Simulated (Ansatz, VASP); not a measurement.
# Two plane-wave programs on Au

File INCAR:

```
ALGO     = Fast           # electronic algorithm
EDIFF    = 1E-7           # SCF threshold, eV
ENCUT    = 520            # plane-wave cutoff, eV
ISIF     = 2              # what is computed and relaxed
ISMEAR   = 0              # smearing method
LASPH    = T              # aspherical terms in the spheres
LCHARG   = F              # write CHGCAR
LREAL    = F              # projectors in reciprocal space
LWAVE    = F              # write WAVECAR
NBANDS   = 12             # bands
NELM     = 80             # most SCF steps
PREC     = Accurate       # precision mode
SIGMA    = 0.15           # smearing width, eV
```

The input KPOINTS:

```
k-points
0
Gamma
  20 20 20
```

File POSCAR:

```
Au
1.0
    0.0000000000      1.9841350000      2.1068650000
    1.9841350000      0.0000000000      2.1068650000
    1.9841350000      1.9841350000      0.0000000000
Au
1
Direct
    0.0000000000      0.0000000000      0.0000000000
```

Input for Ansatz:

```yaml
crystal:
  lattice:
    - [0.0, 1.984135, 2.106865]
    - [1.984135, 0.0, 2.106865]
    - [1.984135, 1.984135, 0.0]
  atoms:
    - { symbol: Au, position: [0.0, 0.0, 0.0] }
basis:
  ecutwfc: 420
kpoints:
  mp_grid: { grid: [20, 20, 20] }
hamiltonian:
  xc: lda
scf:
  occupations: { method: gaussian, width: 0.15 }
output:
  forces: true
  stress: true
  eigenvalues: true
```

Change from the starting cell: strain -0.030 along x and y, +0.030 along z, atoms carried along.

Alike in both runs: task single point; functional LDA; k mesh 20 × 20 × 20; occupations gaussian, width 0.15 eV; no spin polarisation.

|  | VASP | Ansatz |
| --- | --- | --- |
| version | VASP 6.6.1 | Ansatz 0.2.0 |
| potentials or method | VASP PAW LDA potentials, release 64 (Au), cutoff 520 eV | scalar-relativistic, plane waves, PAW |
| valence electrons in the cell | 11 | 19 |

Ansatz gave:

- gap on the k mesh at the Fermi level (eV): none
- pressure (GPa): 0.1
- traceless stress, the component that is largest in VASP (GPa): -1.53

**Question.** Which values does VASP return?

**Answer.** gap on the k mesh at the Fermi level (eV): none; pressure (GPa): 0.6; traceless stress, the component that is largest in VASP (GPa): -1.60.

LDA's correlation is that of Perdew and Zunger in VASP and of Perdew and Wang (1992) in Ansatz. A gap of «none» marks a metal or a gap that the smearing closes. VASP's potentials hold 11 valence electrons a cell and Ansatz's 19, so a difference there can come from the potentials and not from the codes.

Spin-orbit coupling is off throughout.
